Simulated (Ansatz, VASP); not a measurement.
**Two plane-wave programs on Ta**

Contents of POSCAR:

```
Ta
1.0
    2.9607563001      0.0000000000      0.0000000000
   -1.4803781501      2.5640901703      0.0000000000
    0.0000000000      0.0000000000      5.2613191325
Ta
2
Direct
    0.3333333333      0.6666666667      0.2500000000
    0.6666666667      0.3333333333      0.7500000000
```

Contents of INCAR.step1:

```
PREC = Accurate
ENCUT = 520
ISMEAR = -1
SIGMA = 0.1
LREAL = False
LASPH = True
NELM = 100
NBANDS = 18
GGA = PE
ALGO = Normal
EDIFF = 1E-4
LWAVE = True
LCHARG = False
```

INCAR.step2

```
PREC = Accurate
ENCUT = 520
EDIFF = 1E-7
ISMEAR = -1
SIGMA = 0.1
LREAL = False
LASPH = True
NELM = 100
ALGO = Normal
ISIF = 2
LWAVE = False
LCHARG = False
METAGGA = R2SCAN
LMIXTAU = True
NBANDS = 18
ISTART = 1
```

The input KPOINTS:

```
regular mesh
0
Gamma
  14 14 7
```

Input for Ansatz:

```yaml
crystal:
  lattice:
    - [2.9607563001, 0.0, 0.0]
    - [-1.4803781501, 2.5640901703, 0.0]
    - [0.0, 0.0, 5.2613191325]
  atoms:
    - { symbol: Ta, position: [0.3333333333, 0.6666666667, 0.25] }
    - { symbol: Ta, position: [0.6666666667, 0.3333333333, 0.75] }
hamiltonian:
  xc: r2scan
  pseudopotentials:
    kind: paw
    azcp:
      Ta: "pseudopotentials/Ta.paw.azcp"
basis:
  ecutwfc: 500
  fft_grid_basis: typed
kpoints:
  mp_grid: { grid: [14, 14, 7], shift: [0, 0, 0] }
magnetization:
  spin_polarized: false
scf:
  occupations: { method: fermi_dirac, width: 0.1 }
  lower_state_search: "off"
output:
  stress: true
  write_density: true
  write_potential: true
  elf: true
  volumetric_format: npy
```

Alike in both runs: task single point; functional r2SCAN; k mesh 14 × 14 × 7; occupations fermi-dirac, width 0.1 eV; no spin polarisation.

|  | VASP | Ansatz |
| --- | --- | --- |
| version | VASP 6.6.1 | Ansatz 0.2.0 |
| potentials or method | VASP PAW PBE potentials, release 64 (Ta_pv), cutoff 520 eV | plane waves (500 eV) with PAW, scalar-relativistic |
| valence electrons in the cell | 22 | 26 |

```tsv
	VASP	Ansatz	Ansatz less VASP
pressure (GPa)	-12.6	-13.0	-0.38
traceless stress, the component that is largest in VASP (GPa)	0.43	0.36	-0.071
```

VASP's potentials were made for PBE, not for r2SCAN. VASP's potentials hold 22 valence electrons a cell and Ansatz's 26, so a difference there can come from the potentials and not from the codes.

Spin-orbit coupling is off throughout.
